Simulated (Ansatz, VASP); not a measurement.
**BN: VASP beside Ansatz**

```xyz
4
Lattice="2.6423 0.0000 0.0000 -1.3212 2.2883 0.0000 0.0000 0.0000 7.0738" Properties=species:S:1:pos:R:3 pbc="T T T"
B     0.0000    1.5256    1.7684
B     1.3212    0.7628    5.3053
N     0.0000    1.5256    5.3053
N     1.3212    0.7628    1.7684
```

Alike in both runs: task single point; functional PBEsol; k mesh 12 × 12 × 4; occupations gaussian, width 0.05 eV; no spin polarisation.

|  | VASP | Ansatz |
| --- | --- | --- |
| version | VASP 6.6.1 | Ansatz 0.2.0 |
| potentials or method | VASP PAW PBE potentials, release 64 (B, N), cutoff 520 eV | scalar-relativistic, plane waves, PAW |
| valence electrons in the cell | 16 | 16 |

Ansatz gave:

| Quantity | Value |
| --- | --- |
| gap on the k mesh at the Fermi level (eV) | 3.99 |
| least direct gap on the mesh (eV) | 4.20 |

Problem. Which values does VASP return?

Solution. gap on the k mesh at the Fermi level (eV): 3.99; least direct gap on the mesh (eV): 4.19.

VASP's potentials were made for PBE, not for PBEsol, and Ansatz warns of the same on its side.
